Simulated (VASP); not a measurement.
Runs of VASP 6.6.1 on La. The structure is that of space group P6/mmm (No. 191), or close to it. The cells are those of the table. This isn't the form of La at room conditions, which is double hcp.

```tsv
spin	cell	k mesh	cutoff (eV)	smearing	gap on the mesh (eV)	pressure (GPa)
off	a = 6.135, b = 6.135, c = 3.722 Å, angles 90.0, 90.0, 120.0°, 3 atoms	7 × 7 × 10	550	fermi-dirac 0.1 eV	none	-1.7
off	a = 6.058, b = 6.058, c = 3.675 Å, angles 90.0, 90.0, 120.0°, 3 atoms	7 × 7 × 10	550	fermi-dirac 0.1 eV	none	(b)
collinear	a = 5.905, b = 5.905, c = 3.551 Å, angles 90.0, 90.0, 120.0°, 3 atoms	7 × 7 × 10	520	fermi-dirac 0.05 eV	none	1.3
off	a = 6.210, b = 6.210, c = 3.767 Å, angles 90.0, 90.0, 120.0°, 3 atoms	7 × 7 × 10	550	fermi-dirac 0.1 eV	none	(a)
off	a = 5.980, b = 5.980, c = 3.628 Å, angles 90.0, 90.0, 120.0°, 3 atoms	8 × 8 × 12	550	fermi-dirac 0.1 eV	none	0.0
```

Alike in all rows: task single point; level r2SCAN; potentials or basis VASP PAW PBE potentials, release 64 (La).

Fill in the values left out.

(a) -2.5; (b) -0.9.

Caveats: the PAW data sets were made with another functional, which shifts forces and pressure a little; spin-orbit coupling is left out, which moves the levels of the heavy elements.

A k mesh can miss the band edges, and the runs leave out spin-orbit coupling on La.

A gap of «none» marks levels without a gap at the run's occupations.
